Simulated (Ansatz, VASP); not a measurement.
## One calculation of SnTe, two programs

```
Sn Te
1.0
    -0.06379    3.12554    3.12554
     3.12554   -0.06379    3.12554
     3.12554    3.12554   -0.06379
Sn Te
1 1
Direct
  0.00000 0.00000 0.00000
  0.50000 0.50000 0.50000
```

Change from the starting cell: shear_111 strain -3.0%.

Alike in both runs: task single point; functional r2SCAN; k mesh 8 × 8 × 8; occupations fermi-dirac, width 0.02 eV; no spin polarisation.

```csv
,VASP,Ansatz
version,VASP 6.6.1,Ansatz 0.2.0
potentials or method,"VASP PAW PBE potentials, release 64 (Sn_d, Te)","plane waves, PAW"
plane-wave cutoff (eV),520,500
valence electrons in the cell,20,30
```

|  | VASP | Ansatz | Ansatz less VASP |
| --- | --- | --- | --- |
| pressure (GPa) | 1.3 | 1.3 | -0.01 |
| traceless stress, the component that is largest in VASP (GPa) | 0.30 | 0.30 | +0.001 |

VASP's potentials were made for PBE, not for r2SCAN. With one functional, cell and mesh, what is left measures potentials, basis and numerics. VASP's potentials hold 20 valence electrons a cell and Ansatz's 30, so a difference there can come from the potentials and not from the codes.

Neither program's run includes spin-orbit coupling.
